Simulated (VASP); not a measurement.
Write the native input for VASP 6.6.1 that does the following.

| Item | Value |
| --- | --- |
| Task | single point |
| Functional | PBE |
| Potentials or basis | VASP PAW PBE potentials, release 64 (Rb_sv, Cd, Ga_d, C, N) |
| Cutoff | 520 eV |
| k mesh | 4 × 4 × 4 |
| Occupations | gaussian, width 0.1 eV |
| Spin | no spin polarisation |
| Dipole correction | no |
| Further INCAR settings | LREAL = Auto; ALGO = Normal; EDIFF = 1e-06; NBANDS = 57 |

The structure of RbCdGaC6N6 lies in POSCAR:

```
RbCdGaC6N6
1.0
    0.0000000000      5.1635000000      5.1635000000
    5.1635000000      0.0000000000      5.1635000000
    5.1635000000      5.1635000000      0.0000000000
Rb Cd Ga C N
1 1 1 6 6
Direct
    0.7500000000      0.7500000000      0.7500000000
    0.5000000000      0.5000000000      0.5000000000
    0.0000000000      0.0000000000      0.0000000000
    0.8164036000      0.1835964000      0.1835964000
    0.1835964000      0.1835964000      0.8164036000
    0.8164036000      0.1835964000      0.8164036000
    0.1835964000      0.8164036000      0.8164036000
    0.8164036000      0.8164036000      0.1835964000
    0.1835964000      0.8164036000      0.1835964000
    0.7031083600      0.2968916400      0.2968916400
    0.2968916400      0.2968916400      0.7031083600
    0.7031083600      0.2968916400      0.7031083600
    0.2968916400      0.7031083600      0.7031083600
    0.7031083600      0.7031083600      0.2968916400
    0.2968916400      0.7031083600      0.2968916400
```

The input as run:

INCAR

```
PREC = Accurate ; ENCUT = 520
EDIFF = 1E-6 ; ISMEAR = 0
SIGMA = 0.1 ; LREAL = Auto
LASPH = True ; NELM = 100
ALGO = Normal ; ISIF = 2
LWAVE = False ; LCHARG = False
GGA = PE ; NBANDS = 57
```

KPOINTS

```
Automatic mesh
0
Gamma
  4 4 4
```

Potentials or basis: VASP PAW PBE potentials, release 64 (Rb_sv, Cd, Ga_d, C, N).

The run is started by

```sh
$ cat potpaw_PBE.64/Rb_sv/POTCAR potpaw_PBE.64/Cd/POTCAR potpaw_PBE.64/Ga_d/POTCAR potpaw_PBE.64/C/POTCAR potpaw_PBE.64/N/POTCAR > POTCAR
$ mpirun -np 1 vasp_std > vasp.out
```

Results of the run:

```yaml
Pressure: 17.0 GPa
Largest_force: 3.852 eV/Å
Band_gap_on_the_k_mesh: 3.27 eV (least direct gap 3.29 eV)
```

Caveat: the cell stands under pressure; forces of over 1 eV/Å act on the atoms, so gaps and moduli don't describe the material at rest.

It took 2.6 min on 1 thread of Intel(R) Xeon(R) 6975P-C (Granite Rapids), on a shared host, peak memory 0.43 GiB.
